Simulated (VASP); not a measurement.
Crystal: KZnF3.

```
K Zn F
1.0
     4.05000    0.00000    0.00000
     0.00000    4.05000    0.00000
     0.00000    0.00000    4.05000
K Zn F
1 1 3
Direct
  0.00158 0.98113 0.99266
  0.50082 0.48475 0.49233
  0.48903 0.50616 0.99029
  0.00147 0.49066 0.50609
  0.48964 0.98747 0.49577
```

* Program: VASP 6.6.1
* Task: relaxation of the atoms
* Functional: PBE
* Potentials or basis: VASP PAW PBE potentials, release 64 (K_sv, Zn, F)
* Cutoff: 520 eV
* k mesh: 4 × 4 × 4
* Occupations: gaussian, width 0.01 eV
* Spin: no spin polarisation

At the start: pressure 5.0 GPa; volume 13.29 Å³/atom.

**Question.** How do energy, volume and symmetry change on relaxing?

**Answer.** Over 5 steps the energy falls by 3.3 meV/atom at a fixed cell; space group Cm (No. 8, to 0.1 Å) before, Pm-3m (No. 221, to 0.1 Å).

Step by step:
| step | energy change (eV) | largest force (eV/Å) | pressure (GPa) |
| --- | --- | --- | --- |
| 1 | 0.0000 | 0.3049 | 4.96 |
| 2 | -0.0068 | 0.1632 | 4.93 |
| 3 | -0.0085 | 0.2138 | 4.95 |
| 4 | -0.0124 | 0.1464 | 4.94 |
| 5 | -0.0167 | 0.0395 | 4.92 |

Final structure:
```
K Zn F
1.0
     4.05000    0.00000    0.00000
     0.00000    4.05000    0.00000
     0.00000    0.00000    4.05000
K Zn F
1 1 3
Direct
  0.99849 0.98720 0.99402
  0.49532 0.49104 0.49632
  0.49650 0.49417 0.99613
  0.99566 0.48670 0.49789
  0.49656 0.99104 0.49278
```

Caveat: the relaxation stopped at a loose force limit of 0.05 eV/Å, so its end isn't a converged minimum.
